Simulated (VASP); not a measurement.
# TiO2 (P1) in VASP: single point with r2SCAN+U

Aim: the single point of TiO2 with r2SCAN+U.

All numbers are computed with VASP 6.6.1; they aren't measurements. Logs are shortened: lines on timing, memory, paths and dates and some standing lists are left out, and cuts for length are marked.

### Step 1. The cell of the first run

The typed cell holds 6 atoms: a = 4.597 Å, b = 4.597 Å, c = 2.993 Å, α = 90.00°, β = 90.00°, γ = 90.00°.

### Step 2. Single point, r2SCAN+U (atom 1 (Ti) moved by (-0.600, -0.600) A along x and z)

POSCAR

```
TiO2
1.0
    4.5973635523      0.0000000000      0.0000000000
    0.0000000000      4.5973635523      0.0000000000
    0.0000000000      0.0000000000      2.9928841877
Ti O
2 4
Direct
   -0.1305095830      0.0000000000     -0.2004755154
    0.5000000000      0.5000000000      0.5000000000
    0.3051400959      0.3051400959      0.0000000000
    0.1948599041      0.8051400959      0.5000000000
    0.6948599041      0.6948599041      0.0000000000
    0.8051400959      0.1948599041      0.5000000000
```

INCAR.step1

```
SYSTEM = TiO2
  ALGO = Normal
  EDIFF = 1E-4
  ENCUT = 520
  GGA = PE
  ISMEAR = 0
  LASPH = .True.
  LCHARG = .False.
  LDAU = .True.
  LDAUJ = 0 0
  LDAUL = 2 -1
  LDAUTYPE = 2
  LDAUU = 4 0
  LMAXMIX = 4
  LREAL = .False.
  LWAVE = .True.
  NBANDS = 33
  NELM = 150
  PREC = Accurate
  SIGMA = 0.05
```

INCAR.step2

```
SYSTEM = TiO2
  ALGO = Normal
  EDIFF = 1E-7
  ENCUT = 520
  ISIF = 2
  ISMEAR = 0
  ISTART = 1
  LASPH = .True.
  LCHARG = .False.
  LDAU = .True.
  LDAUJ = 0 0
  LDAUL = 2 -1
  LDAUPRINT = 1
  LDAUTYPE = 2
  LDAUU = 4 0
  LMAXMIX = 4
  LMIXTAU = .True.
  LREAL = .False.
  LWAVE = .False.
  METAGGA = R2SCAN
  NBANDS = 33
  NELM = 150
  PREC = Accurate
  SIGMA = 0.05
```

KPOINTS

```
k-points
0
Gamma
  6 6 8
  0 0 0
```

Potentials or basis: VASP PAW PBE potentials, release 64 (Ti_sv, O).

Launch:

```sh
cat potpaw_PBE.64/Ti_sv/POTCAR potpaw_PBE.64/O/POTCAR > POTCAR
cp INCAR.step1 INCAR
mpirun -np 1 vasp_std > vasp.out
cp INCAR.step2 INCAR
mpirun -np 1 vasp_std > vasp.out
```

OUTCAR:

```text
SYSTEM = TiO2
   EDIFF = 1E-7
   ENCUT = 520
   ISIF = 2
   ISMEAR = 0
   ISTART = 1
   LASPH = .True.
   LREAL = .False.
   METAGGA = R2SCAN
   NELM = 150
   PREC = Accurate

 ion  position               nearest neighbor table
   1  0.869  0.000  0.800-   6 1.30   5 1.72   4 1.96   6 2.30
   2  0.500  0.500  0.500-   3 1.96   5 1.96   3 1.96   5 1.96   4 1.98   6 1.98
   3  0.305  0.305  0.000-   2 1.96   2 1.96
   4  0.195  0.805  0.500-   1 1.96   2 1.98
   5  0.695  0.695  0.000-   1 1.72   2 1.96   2 1.96
   6  0.805  0.195  0.500-   1 1.30   2 1.98   1 2.30

  LATTYP: Found a simple tetragonal cell.
 ALAT       =     4.5973635523
 C/A-ratio  =     0.6510001121

  Lattice vectors:

 A1 = (   4.5973635523,   0.0000000000,   0.0000000000)
 A2 = (   0.0000000000,   4.5973635523,   0.0000000000)
 A3 = (   0.0000000000,   0.0000000000,   2.9928841877)

Analysis of symmetry for initial positions (statically):
=====================================================================
 Subroutine PRICEL returns:
 Original cell was already a primitive cell.

 Routine SETGRP: Setting up the symmetry group for a
 simple tetragonal supercell.

 Subroutine GETGRP returns: Found  1 space group operations
 (whereof  1 operations were pure point group operations)
 out of a pool of 16 trial point group operations.

The static configuration has the point symmetry C_1 .

Analysis of symmetry for dynamics (positions and initial velocities):
=====================================================================
 Subroutine PRICEL returns:
 Original cell was already a primitive cell.

 Routine SETGRP: Setting up the symmetry group for a
 simple tetragonal supercell.

 Subroutine GETGRP returns: Found  1 space group operations
 (whereof  1 operations were pure point group operations)
 out of a pool of 16 trial point group operations.

The dynamic configuration has the point symmetry C_1 .

 Subroutine INISYM returns: Found  1 space group operations
 (whereof  1 operations are pure point group operations),
 and found     1 'primitive' translations

----------------------------------------------------------------------------------------

                                     Primitive cell

  volume of cell :      63.2569

  direct lattice vectors                    reciprocal lattice vectors
     4.597363552  0.000000000  0.000000000     0.217515972  0.000000000  0.000000000
     0.000000000  4.597363552  0.000000000     0.000000000  0.217515972  0.000000000
     0.000000000  0.000000000  2.992884188     0.000000000  0.000000000  0.334125859

  length of vectors
     4.597363552  4.597363552  2.992884188     0.217515972  0.217515972  0.334125859

  position of ions in fractional coordinates (direct lattice)
     0.869490417  0.000000000  0.799524485
     0.500000000  0.500000000  0.500000000
     0.305140096  0.305140096  0.000000000
     0.194859904  0.805140096  0.500000000
     0.694859904  0.694859904  0.000000000
     0.805140096  0.194859904  0.500000000

  ion indices of the primitive-cell ions
   primitive index   ion index
                 1           1
                 2           2
                 3           3
                 4           4
                 5           5
                 6           6

----------------------------------------------------------------------------------------
[... 106 lines left out ...]
 Gauss-broadening in eV      SIGMA  =   0.05
  energy-cutoff  :      520.00
  volume of cell :       63.26
 maximum number of plane-waves:      1724
 NGX is ok and might be reduce to    36
   NGX = 17   NGY = 17   NGZ = 11

atom =   1  type =  1  l = 2

 onsite density matrix

spin component  1

  0.2741  0.0748 -0.0177 -0.1077  0.0075
  0.0748  0.4857 -0.1016 -0.1049  0.1922
 -0.0177 -0.1016  0.2297  0.0538  0.0213
 -0.1077 -0.1049  0.0538  0.2143 -0.0122
  0.0075  0.1922  0.0213 -0.0122  0.2231

spin component  2

  0.2741  0.0748 -0.0177 -0.1077  0.0075
  0.0748  0.4857 -0.1016 -0.1049  0.1922
 -0.0177 -0.1016  0.2297  0.0538  0.0213
 -0.1077 -0.1049  0.0538  0.2143 -0.0122
  0.0075  0.1922  0.0213 -0.0122  0.2231

 occupancies and eigenvectors

  o =  0.0843  v =  0.0696 -0.5038 -0.4132 -0.1079  0.7477  0.0000  0.0000  0.0000  0.0000  0.0000      0.0000  0.0000  0.0000  0.0000  0.0000  0.0000  0.0000  0.0000  0.0000  0.0000
  o =  0.0843  v =  0.0000  0.0000  0.0000  0.0000  0.0000  0.0696 -0.5038 -0.4132 -0.1079  0.7477      0.0000  0.0000  0.0000  0.0000  0.0000  0.0000  0.0000  0.0000  0.0000  0.0000
  o =  0.1214  v =  0.5133  0.0708 -0.2515  0.8172 -0.0212  0.0000  0.0000  0.0000  0.0000  0.0000      0.0000  0.0000  0.0000  0.0000  0.0000  0.0000  0.0000  0.0000  0.0000  0.0000
  o =  0.1214  v =  0.0000  0.0000  0.0000  0.0000  0.0000  0.5133  0.0708 -0.2515  0.8172 -0.0212      0.0000  0.0000  0.0000  0.0000  0.0000  0.0000  0.0000  0.0000  0.0000  0.0000
  o =  0.2382  v =  0.0000  0.0000  0.0000  0.0000  0.0000 -0.4505  0.0812 -0.8162  0.0156 -0.3522      0.0000  0.0000  0.0000  0.0000  0.0000  0.0000  0.0000  0.0000  0.0000  0.0000
  o =  0.2382  v = -0.4505  0.0812 -0.8162  0.0156 -0.3522  0.0000  0.0000  0.0000  0.0000  0.0000      0.0000  0.0000  0.0000  0.0000  0.0000  0.0000  0.0000  0.0000  0.0000  0.0000
  o =  0.3236  v =  0.0000  0.0000  0.0000  0.0000  0.0000  0.6800 -0.2576 -0.2243 -0.4850 -0.4308      0.0000  0.0000  0.0000  0.0000  0.0000  0.0000  0.0000  0.0000  0.0000  0.0000
  o =  0.3236  v =  0.6800 -0.2576 -0.2243 -0.4850 -0.4308  0.0000  0.0000  0.0000  0.0000  0.0000      0.0000  0.0000  0.0000  0.0000  0.0000  0.0000  0.0000  0.0000  0.0000  0.0000
  o =  0.6594  v =  0.0000  0.0000  0.0000  0.0000  0.0000 -0.2575 -0.8175  0.2225  0.2917 -0.3618      0.0000  0.0000  0.0000  0.0000  0.0000  0.0000  0.0000  0.0000  0.0000  0.0000
  o =  0.6594  v = -0.2575 -0.8175  0.2225  0.2917 -0.3618  0.0000  0.0000  0.0000  0.0000  0.0000      0.0000  0.0000  0.0000  0.0000  0.0000  0.0000  0.0000  0.0000  0.0000  0.0000

atom =   2  type =  1  l = 2

 onsite density matrix

spin component  1

  0.1847 -0.0037  0.0727  0.0046 -0.0078
 -0.0037  0.1914 -0.0034  0.0794  0.0020
  0.0727 -0.0034  0.1367  0.0025  0.0001
  0.0046  0.0794  0.0025  0.1876 -0.0012
 -0.0078  0.0020  0.0001 -0.0012  0.1024

spin component  2

  0.1847 -0.0037  0.0727  0.0046 -0.0078
 -0.0037  0.1914 -0.0034  0.0794  0.0020
  0.0727 -0.0034  0.1367  0.0025  0.0001
  0.0046  0.0794  0.0025  0.1876 -0.0012
 -0.0078  0.0020  0.0001 -0.0012  0.1024

 occupancies and eigenvectors

  o =  0.0830  v = -0.5763  0.0163  0.7823 -0.0089 -0.2357  0.0000  0.0000  0.0000  0.0000  0.0000      0.0000  0.0000  0.0000  0.0000  0.0000  0.0000  0.0000  0.0000  0.0000  0.0000
  o =  0.0830  v =  0.0000  0.0000  0.0000  0.0000  0.0000 -0.5763  0.0163  0.7823 -0.0089 -0.2357      0.0000  0.0000  0.0000  0.0000  0.0000  0.0000  0.0000  0.0000  0.0000  0.0000
  o =  0.1027  v =  0.1119  0.1790 -0.2061 -0.1803 -0.9383  0.0000  0.0000  0.0000  0.0000  0.0000      0.0000  0.0000  0.0000  0.0000  0.0000  0.0000  0.0000  0.0000  0.0000  0.0000
  o =  0.1027  v =  0.0000  0.0000  0.0000  0.0000  0.0000  0.1119  0.1790 -0.2061 -0.1803 -0.9383      0.0000  0.0000  0.0000  0.0000  0.0000  0.0000  0.0000  0.0000  0.0000  0.0000
  o =  0.1102  v =  0.0289  0.6738  0.0742 -0.6913  0.2486  0.0000  0.0000  0.0000  0.0000  0.0000      0.0000  0.0000  0.0000  0.0000  0.0000  0.0000  0.0000  0.0000  0.0000  0.0000
  o =  0.1102  v =  0.0000  0.0000  0.0000  0.0000  0.0000  0.0289  0.6738  0.0742 -0.6913  0.2486      0.0000  0.0000  0.0000  0.0000  0.0000  0.0000  0.0000  0.0000  0.0000  0.0000
  o =  0.2380  v =  0.0000  0.0000  0.0000  0.0000  0.0000 -0.8090  0.0403 -0.5832 -0.0402  0.0470      0.0000  0.0000  0.0000  0.0000  0.0000  0.0000  0.0000  0.0000  0.0000  0.0000
  o =  0.2380  v = -0.8090  0.0403 -0.5832 -0.0402  0.0470  0.0000  0.0000  0.0000  0.0000  0.0000      0.0000  0.0000  0.0000  0.0000  0.0000  0.0000  0.0000  0.0000  0.0000  0.0000
  o =  0.2689  v =  0.0035  0.7156 -0.0033  0.6985  0.0034  0.0000  0.0000  0.0000  0.0000  0.0000      0.0000  0.0000  0.0000  0.0000  0.0000  0.0000  0.0000  0.0000  0.0000  0.0000
  o =  0.2689  v =  0.0000  0.0000  0.0000  0.0000  0.0000  0.0035  0.7156 -0.0033  0.6985  0.0034      0.0000  0.0000  0.0000  0.0000  0.0000  0.0000  0.0000  0.0000  0.0000  0.0000

 number of electron      48.0000027 magnetization

 Free energy of the ion-electron system (eV)
  ---------------------------------------------------
  ext. energy  EPLUGINS =         0.00000000
  ---------------------------------------------------
  free energy    TOTEN  =       -53.45241881 eV

  energy without entropy =      -53.45241881  energy(sigma->0) =      -53.45241881

 E-fermi :   5.8494     XC(G=0): -11.9488

 val. band max:        5.5359525683   @ k =   0.0000   0.0000   0.0000
 cond. band min:       7.4623638841   @ k =   0.5000   0.0000   0.0000
 fundamental gap:      1.9264113158
 Fermi energy:         5.8494426223

 k-point     1 :       0.0000    0.0000    0.0000
  band No.  band energies     occupation
      1     -55.3214      2.00000
      2     -54.8834      2.00000
      3     -32.6506      2.00000
      4     -30.5409      2.00000
      5     -30.5004      2.00000
      6     -30.2761      2.00000
[... 853 lines left out ...]
     32      11.7213      0.00000
     33      12.2369      0.00000

 [... further k-points ...]

------------------------ aborting loop because EDIFF is reached ----------------------------------------

  FORCE on cell =-STRESS in cart. coord.  units (eV):
  Direction    XX          YY          ZZ          XY          YZ          ZX
  --------------------------------------------------------------------------------------
  -------------------------------------------------------------------------------------
  Total        3.2877494     40.4670495     33.9926977     -3.8340184    -32.7809629      8.9966147
  in kB       83.2725139   1024.9543308    860.9711636    -97.1084829   -830.2801982    227.8673467
  external PRESSURE =     656.3993361 kB  Pullay stress =       0.0000000 kB

 VOLUME and BASIS-vectors are now :
 -----------------------------------------------------------------------------
  energy-cutoff  :      520.00
  volume of cell :       63.26
      direct lattice vectors                 reciprocal lattice vectors
     4.597363552  0.000000000  0.000000000     0.217515972  0.000000000  0.000000000
     0.000000000  4.597363552  0.000000000     0.000000000  0.217515972  0.000000000
     0.000000000  0.000000000  2.992884188     0.000000000  0.000000000  0.334125859

 POSITION                                       TOTAL-FORCE (eV/Angst)
 -----------------------------------------------------------------------------------
      3.99736      0.00000      2.39288        19.712834    -27.849399     32.367036
      2.29868      2.29868      1.49644        -7.217312      2.061306     -0.286972
      1.40284      1.40284      0.00000         1.018572     -0.253890     -0.369571
      0.89584      3.70152      1.49644         0.156692     -0.600271     -0.038127
      3.19452      3.19452      0.00000        -2.711908     -4.379730      1.537228
      3.70152      0.89584      1.49644       -10.958878     31.021983    -33.209595
 -----------------------------------------------------------------------------------
    total drift:                                0.009918     -0.007960      0.000545

  FREE ENERGIE OF THE ION-ELECTRON SYSTEM (eV)
  ---------------------------------------------------
  free  energy   TOTEN  =       -53.4524188106 eV

  energy  without entropy=      -53.4524188106  energy(sigma->0) =      -53.45241881
```

It took 6.7 min on 1 thread of Intel Xeon 6975P-C (Granite Rapids), shared host; peak memory 0.35 GiB.

Results:

```
Free energy            : -53.4524 eV
Pressure               : 65.6 GPa
Largest force          : 47.030 eV/Å
Band gap on the k mesh : 1.93 eV (least direct gap 2.10 eV)
```

Forces on the atoms (eV/Å):
```
Ti   19.713 -27.849  32.367
Ti   -7.217   2.061  -0.287
O     1.019  -0.254  -0.370
O     0.157  -0.600  -0.038
O    -2.712  -4.380   1.537
O   -10.959  31.022 -33.210
```

Levels at points of the mesh, in eV from the valence-band top:
| k point | band 20 | band 21 | band 22 | band 23 | band 24 | band 25 | band 26 | band 27 | band 28 | band 29 |
| --- | --- | --- | --- | --- | --- | --- | --- | --- | --- | --- |
| (0.00, 0.00, 0.00) | -2.59 | -2.43 | -1.98 | -0.41 | 0.00 | 2.10 | 2.88 | 3.11 | 3.84 | 4.13 |
| (0.50, 0.00, 0.00) | -2.91 | -2.44 | -2.27 | -0.53 | -0.39 | 1.93 | 2.76 | 3.50 | 3.78 | 4.09 |
| (0.00, 0.50, 0.00) | -2.40 | -2.31 | -1.84 | -0.81 | -0.48 | 2.01 | 2.86 | 3.10 | 3.88 | 4.06 |
| (0.50, 0.50, 0.00) | -2.58 | -2.35 | -2.23 | -1.12 | -0.56 | 2.40 | 2.92 | 3.35 | 3.73 | 3.86 |
| (0.00, 0.00, 0.50) | -3.16 | -2.94 | -2.57 | -1.69 | -1.42 | 2.60 | 3.02 | 3.28 | 3.96 | 4.21 |
| (0.50, 0.00, 0.50) | -2.96 | -2.79 | -2.13 | -1.51 | -1.12 | 2.22 | 3.03 | 3.20 | 3.82 | 4.38 |
| (0.00, 0.50, 0.50) | -3.30 | -3.05 | -2.54 | -1.14 | -0.79 | 2.36 | 2.88 | 3.33 | 4.05 | 4.26 |
| (0.50, 0.50, 0.50) | -3.27 | -2.92 | -1.97 | -0.71 | -0.68 | 2.26 | 3.03 | 3.15 | 3.61 | 3.91 |

Eigenvalues of the final occupation matrices:
```
    site  spin  trace               eigenvalues
site 1 d     1   1.43  0.08 0.12 0.24 0.32 0.66
site 1 d     2   1.43  0.08 0.12 0.24 0.32 0.66
site 2 d     1   0.80  0.08 0.10 0.11 0.24 0.27
site 2 d     2   0.80  0.08 0.10 0.11 0.24 0.27
```

Caveat: the cell differs from its parent crystal (atom 1 (Ti) moved by (-0.600, -0.600) A along x and z); atoms lie so close that the PAW spheres overlap strongly, which falsifies energies and pressures; the stress differs along the axes, from 8 to 102 GPa; the PAW data sets were made with another functional, which shifts forces and pressure a little. A k mesh can miss the band edges.
